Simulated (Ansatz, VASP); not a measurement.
Two plane-wave programs on Se

```
CELL_PARAMETERS angstrom
0.00000 2.86383 3.72298
2.86383 0.00000 3.72298
2.86383 2.86383 0.00000
ATOMIC_POSITIONS crystal
Se 0.50000 0.50000 0.50000
Se 0.75000 0.75000 0.75000
```

Alike in both runs: task single point; functional LDA; k mesh 14 × 14 × 14; occupations gaussian, width 0.15 eV; no spin polarisation.

```csv
,VASP,Ansatz
version,VASP 6.6.1,Ansatz 0.2.0
potentials or method,"VASP PAW LDA potentials, release 64 (Se), cutoff 520 eV","scalar-relativistic, plane waves, PAW"
valence electrons in the cell,12,32
```

Ansatz gave:

| Quantity | Value |
| --- | --- |
| gap on the k mesh at the Fermi level (eV) | none |
| pressure (GPa) | -4.2 |
| traceless stress, the component that is largest in VASP (GPa) | 1.32 |

Problem. Which values does VASP return?

Solution. gap on the k mesh at the Fermi level (eV): none; pressure (GPa): -4.1; traceless stress, the component that is largest in VASP (GPa): 1.37.

LDA's correlation is that of Perdew and Zunger in VASP and of Perdew and Wang (1992) in Ansatz. A gap of «none» marks a metal or a gap that the smearing closes. VASP's potentials hold 12 valence electrons a cell and Ansatz's 32, so a difference there can come from the potentials and not from the codes.
